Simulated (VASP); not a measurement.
**AlN (b): single point with PBE**

The system is AlN (b).

```
Al N
1.0
     3.09194    0.00000    0.00000
     0.00000    5.07428    0.00000
     0.00000    0.00000    5.42556
Al N
4 4
Direct
  0.00000 0.00177 0.33333
  0.50000 0.00177 0.83333
  0.50000 0.50177 0.16667
  0.00000 0.50177 0.66667
  0.00000 0.62023 0.33333
  0.50000 0.62023 0.83333
  0.50000 0.12023 0.16667
  0.00000 0.12023 0.66667
```

- Program: VASP 6.6.1
- Task: single point
- Functional: PBE
- Potentials or basis: VASP PAW PBE potentials, release 64 (Al, N)
- Cutoff: 600 eV
- k mesh: 6 × 4 × 4
- Occupations: gaussian, width 0.1 eV
- Spin: no spin polarisation
- Dipole correction: no
- Further INCAR settings: ALGO = Normal; EDIFF = 1e-06; NBANDS = 26

```yaml
Pressure: -0.1 GPa
Largest_force: 0.215 eV/Å
Band_gap_on_the_k_mesh: 4.08 eV
```

Forces in eV/Å, atoms in the order of the input:
```
Al   0.000 -0.172  0.109
Al   0.000 -0.172  0.109
Al   0.000 -0.172 -0.109
Al   0.000 -0.172 -0.109
N    0.000  0.172  0.129
N    0.000  0.172  0.129
N    0.000  0.172 -0.129
N    0.000  0.172 -0.129
```

Stress tensor (GPa, compression positive):
```
 4.37  0.00  0.00
 0.00 -4.36  0.00
 0.00  0.00 -0.21
```

Levels at points of the mesh, in eV from the valence-band top:
```csv
k point,band 12,band 13,band 14,band 15,band 16,band 17,band 18,band 19,band 20,band 21
"(0.00, 0.00, 0.00)",-0.69,-0.58,-0.16,-0.09,0.00,4.08,5.72,6.03,6.72,8.14
"(0.50, 0.00, 0.00)",-2.78,-1.76,-1.76,-1.36,-1.36,5.70,5.70,7.79,7.79,8.79
"(0.00, 0.50, 0.00)",-1.28,-0.47,-0.47,-0.40,-0.40,5.28,5.28,6.43,6.43,9.23
"(0.50, 0.50, 0.00)",-2.85,-0.96,-0.96,-0.96,-0.96,6.53,6.53,6.53,6.53,8.90
"(0.00, 0.00, 0.50)",-1.35,-0.40,-0.40,-0.30,-0.30,6.12,6.12,7.68,7.68,8.02
"(0.50, 0.00, 0.50)",-1.98,-1.69,-1.69,-0.67,-0.67,5.71,5.71,5.84,5.84,8.05
"(0.00, 0.50, 0.50)",-1.60,-0.87,-0.87,-0.87,-0.87,6.53,6.53,6.53,6.53,9.50
"(0.50, 0.50, 0.50)",-1.39,-1.32,-1.32,-1.32,-1.32,5.23,5.23,5.23,5.23,9.15
```

Run time: 80 s on 1 thread of Intel Xeon 6975P-C (shared host), peak memory 0.25 GiB.

Expect the measured gap to be larger: semilocal functionals such as PBE lack the derivative discontinuity.
